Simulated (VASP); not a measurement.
# GaSi3 (P6_3/mmc) in VASP: single point with r2SCAN

Aim: the single point of GaSi3 with r2SCAN.

Everything below comes from runs of VASP 6.6.1. Logs are shortened: lines on timing, memory, paths and dates and some standing lists are left out, and cuts for length are marked.

### 1 The cell of the first run

Symmetry: P6_3/mmc, No. 194, hexagonal system. Conventional cell: a = 5.664 Å, b = 5.664 Å, c = 4.546 Å, α = 90.00°, β = 90.00°, γ = 120.00°. Ga (site symmetry -6m2) has 12 Si at 2.80 to 2.83 Å within 3.7 Å. Within 3.7 Å of Si (site symmetry mm2) lie 4 Ga at 2.80 to 2.83 Å and 8 Si at 2.80 to 2.84 Å.

### 2 Single point, r2SCAN

File POSCAR:

```
GaSi3
1.0
    5.6635492971      0.0000000000      0.0000000000
   -2.8317746485      4.9047775668      0.0000000000
    0.0000000000      0.0000000000      4.5458721530
Ga Si
2 6
Direct
    0.3333333333      0.6666666667      0.2500000000
    0.6666666667      0.3333333333      0.7500000000
    0.8330000000      0.6660000000      0.2500000000
    0.1670000000      0.8330000000      0.7500000000
    0.3340000000      0.1670000000      0.2500000000
    0.1670000000      0.3340000000      0.7500000000
    0.8330000000      0.1670000000      0.2500000000
    0.6660000000      0.8330000000      0.7500000000
```

File INCAR.step1:

```
PREC = Accurate
ENCUT = 520
ISMEAR = 0
SIGMA = 0.1
LREAL = F
LASPH = T
NELM = 100
NBANDS = 35
GGA = PE
ALGO = Normal
EDIFF = 1E-4
LWAVE = T
LCHARG = F
```

File INCAR.step2:

```
PREC = Accurate
ENCUT = 520
EDIFF = 1E-6
ISMEAR = 0
SIGMA = 0.1
LREAL = F
LASPH = T
NELM = 100
ALGO = Normal
ISIF = 2
LWAVE = F
LCHARG = T
METAGGA = R2SCAN
LMIXTAU = T
LELF = T
LVHAR = T
NBANDS = 35
ISTART = 1
```

File KPOINTS:

```
regular mesh
0
Gamma
  6 6 4
```

Potentials or basis: VASP PAW PBE potentials, release 64 (Ga_d, Si).

Command:

```sh
$ cat potpaw_PBE.64/Ga_d/POTCAR potpaw_PBE.64/Si/POTCAR > POTCAR
$ cp INCAR.step1 INCAR
$ mpirun -np 1 vasp_std > vasp.out
$ cp INCAR.step2 INCAR
$ mpirun -np 1 vasp_std > vasp.out
```

OUTCAR:

```text
PREC = Accurate
   ENCUT = 520
   EDIFF = 1E-6
   ISMEAR = 0
   LREAL = F
   LASPH = T
   NELM = 100
   ISIF = 2
   METAGGA = R2SCAN
   ISTART = 1

 ion  position               nearest neighbor table
   1  0.333  0.667  0.250-   4 2.80   4 2.80   6 2.80   6 2.80   8 2.80   8 2.80   5 2.83   3 2.83
                             7 2.83   7 2.83   5 2.83   3 2.83
   2  0.667  0.333  0.750-   7 2.80   7 2.80   3 2.80   3 2.80   5 2.80   5 2.80   8 2.83   6 2.83
                             4 2.83   4 2.83   8 2.83   6 2.83
   3  0.833  0.666  0.250-   2 2.80   2 2.80   8 2.80   8 2.80   4 2.80   4 2.80   7 2.83   5 2.83
                             1 2.83   1 2.83   7 2.84   5 2.84
   4  0.167  0.833  0.750-   1 2.80   1 2.80   5 2.80   5 2.80   3 2.80   3 2.80   6 2.83   8 2.83
                             2 2.83   2 2.83   6 2.84   8 2.84
   5  0.334  0.167  0.250-   2 2.80   2 2.80   4 2.80   4 2.80   6 2.80   6 2.80   3 2.83   7 2.83
                             1 2.83   1 2.83   3 2.84   7 2.84
   6  0.167  0.334  0.750-   1 2.80   1 2.80   5 2.80   5 2.80   7 2.80   7 2.80   4 2.83   8 2.83
                             2 2.83   2 2.83   4 2.84   8 2.84
   7  0.833  0.167  0.250-   2 2.80   2 2.80   8 2.80   8 2.80   6 2.80   6 2.80   3 2.83   5 2.83
                             1 2.83   1 2.83   3 2.84   5 2.84
   8  0.666  0.833  0.750-   1 2.80   1 2.80   7 2.80   7 2.80   3 2.80   3 2.80   6 2.83   4 2.83
                             2 2.83   2 2.83   6 2.84   4 2.84

  LATTYP: Found a hexagonal cell.
 ALAT       =     5.6635492971
 C/A-ratio  =     0.8026542923

  Lattice vectors:

 A1 = (   5.6635492971,   0.0000000000,   0.0000000000)
 A2 = (  -2.8317746485,   4.9047775668,   0.0000000000)
 A3 = (   0.0000000000,   0.0000000000,   4.5458721530)

Analysis of symmetry for initial positions (statically):
=====================================================================
 Subroutine PRICEL returns:
 Original cell was already a primitive cell.

 Routine SETGRP: Setting up the symmetry group for a
 hexagonal supercell.

 Subroutine GETGRP returns: Found 24 space group operations
 (whereof 12 operations were pure point group operations)
 out of a pool of 24 trial point group operations.

The static configuration has the point symmetry D_3d.
 The point group associated with its full space group is D_6h.

Analysis of symmetry for dynamics (positions and initial velocities):
=====================================================================
 Subroutine PRICEL returns:
 Original cell was already a primitive cell.

 Routine SETGRP: Setting up the symmetry group for a
 hexagonal supercell.

 Subroutine GETGRP returns: Found 24 space group operations
 (whereof 12 operations were pure point group operations)
[... 120 lines left out ...]
   TEBEG  =    0.0;   TEEND  =   0.0 temperature during run
   PSTRESS=    0.0 pullay stress
   NELECT =      50.0000    total number of electrons
   NUPDOWN=      -1.0000    fix difference up-down
   EMIN   =  10.00;   EMAX   =-10.00  energy-range for DOS
   EFERMI =   0.00;   METHOD = LEGACY
   ISMEAR =     0;   SIGMA  =   0.10  broadening in eV -4-tet -1-fermi 0-gaus
   EFERMI_NEDOS =   21; number of points for ismear=-14 and -15
   IALGO  =     38    algorithm
   IMIX   =      4    mixing-type and parameters
     AMIX     =   0.40;   BMIX     =  1.00
     AMIX_MAG =   1.60;   BMIX_MAG =  1.00
  volume/ion in A,a.u.               =      15.78       106.52
  Fermi-wavevector in a.u.,A,eV,Ry     =   1.202144  2.271722 19.662456  1.445150
  Thomas-Fermi vector in A             =   2.337933
   LORBIT       =      0    0 simple, 1 ext, 2 COOP (PROOUT), +10 PAW based schemes
   METAGGA = R2SCAN    functional components
   LHFCALC =     F    Hartree Fock is set to
   AEXX    =    0.0000 exact exchange contribution
   IVDW    =     0    specifies the selected vdW correction
   LEPSILON=     F    determine dielectric tensor
   LRPA    =     F    only Hartree local field effects (RPA)
 non-spin polarized calculation
 Gauss-broadening in eV      SIGMA  =   0.10
  energy-cutoff  :      520.00
  volume of cell :      126.28
 maximum number of plane-waves:      3429
   NGX = 21   NGY = 21   NGZ = 17

 number of electron      49.9999993 magnetization

 Free energy of the ion-electron system (eV)
  ---------------------------------------------------
  ext. energy  EPLUGINS =         0.00000000
  ---------------------------------------------------
  free energy    TOTEN  =       -70.41603286 eV

  energy without entropy =      -70.41006041  energy(sigma->0) =      -70.41304663

 E-fermi :   8.4199     XC(G=0): -12.0003

 val. band max:        8.3521064922   @ k =   0.0000   0.0000   0.0000
 cond. band min:       8.4913563329   @ k =   0.1667   0.1667   0.0000
 fundamental gap:      0.1392498408
 Fermi energy:         8.4198643879

 k-point     1 :       0.0000    0.0000    0.0000
  band No.  band energies     occupation
      1      -6.9691      2.00000
      2      -6.9385      2.00000
      3      -6.9385      2.00000
      4      -6.9202      2.00000
      5      -6.9202      2.00000
      6      -6.9179      2.00000
[... 787 lines left out ...]
     34      12.0632      0.00000
     35      13.1642      0.00000

------------------------ aborting loop because EDIFF is reached ----------------------------------------

  FORCE on cell =-STRESS in cart. coord.  units (eV):
  Direction    XX          YY          ZZ          XY          YZ          ZX
  --------------------------------------------------------------------------------------
  -------------------------------------------------------------------------------------
  Total       -4.9621625     -4.9621625      0.8352921     -0.0000000     -0.0000000      0.0000000
  in kB      -62.9587860    -62.9587860     10.5979955     -0.0000000     -0.0000000      0.0000000
  external PRESSURE =     -38.4398589 kB  Pullay stress =       0.0000000 kB

 VOLUME and BASIS-vectors are now :
 -----------------------------------------------------------------------------
  energy-cutoff  :      520.00
  volume of cell :      126.28
      direct lattice vectors                 reciprocal lattice vectors
     5.663549297  0.000000000  0.000000000     0.176567722  0.101941422  0.000000000
    -2.831774649  4.904777567  0.000000000     0.000000000  0.203882844  0.000000000
     0.000000000  0.000000000  4.545872153     0.000000000  0.000000000  0.219979790

 POSITION                                       TOTAL-FORCE (eV/Angst)
 -----------------------------------------------------------------------------------
     -0.00000      3.26985      1.13647        -0.000000      0.000000      0.000000
      2.83177      1.63493      3.40940        -0.000000      0.000000      0.000000
      2.83177      3.26658      1.13647         0.000000      0.292532      0.000000
     -1.41306      4.08568      3.40940        -0.253340      0.146266      0.000000
      1.41872      0.81910      1.13647        -0.253340     -0.146266      0.000000
      0.00000      1.63820      3.40940        -0.000000     -0.292532      0.000000
      4.24483      0.81910      1.13647         0.253340     -0.146266      0.000000
      1.41306      4.08568      3.40940         0.253340      0.146266      0.000000
 -----------------------------------------------------------------------------------
    total drift:                               -0.000000      0.000000     -0.000000

  FREE ENERGIE OF THE ION-ELECTRON SYSTEM (eV)
  ---------------------------------------------------
  free  energy   TOTEN  =       -70.4160328629 eV

  energy  without entropy=      -70.4100604071  energy(sigma->0) =      -70.41304663
```

OSZICAR.step1:

```text
N       E                     dE             d eps       ncg     rms          rms(c)
DAV:   1     0.327512072763E+03    0.32751E+03   -0.21476E+04  1577   0.180E+03
DAV:   2     0.883894524304E+01   -0.31867E+03   -0.30267E+03  1566   0.460E+02
DAV:   3    -0.330940262631E+02   -0.41933E+02   -0.39985E+02  1811   0.121E+02
DAV:   4    -0.349409959707E+02   -0.18470E+01   -0.18161E+01  1867   0.237E+01
DAV:   5    -0.349896768350E+02   -0.48681E-01   -0.48535E-01  1969   0.417E+00    0.569E+00
DAV:   6    -0.348126222162E+02    0.17705E+00   -0.30199E-01  2130   0.753E+00    0.315E+00
DAV:   7    -0.347586108374E+02    0.54011E-01   -0.98413E-02  2151   0.210E+00    0.393E-01
DAV:   8    -0.347557094590E+02    0.29014E-02   -0.90021E-03  2029   0.106E+00    0.168E-01
DAV:   9    -0.347554271086E+02    0.28235E-03   -0.91801E-04  1858   0.166E-01    0.105E-01
DAV:  10    -0.347554400005E+02   -0.12892E-04   -0.70655E-05  1061   0.664E-02
   1 F= -.34755440E+02 E0= -.34750316E+02  d E =-.102471E-01
```

Wall time 3.1 min (1 thread of Intel Xeon Platinum 8559C (Emerald Rapids), shared host); peak memory 0.29 GiB.

What came out:

- Free energy: -70.4160 eV
- Pressure: -3.8 GPa
- Largest force: 0.293 eV/Å
- Band gap on the k mesh: zero (band 25 reaches 11.07 eV, above the bottom of band 26 at 7.06 eV)

Forces on the atoms (eV/Å):
```
Ga   0.000  0.000  0.000
Ga   0.000  0.000  0.000
Si   0.000  0.293  0.000
Si  -0.253  0.146  0.000
Si  -0.253 -0.146  0.000
Si   0.000 -0.293  0.000
Si   0.253 -0.146  0.000
Si   0.253  0.146  0.000
```

Caveat: the PAW data sets were made with another functional, which shifts forces and pressure a little.
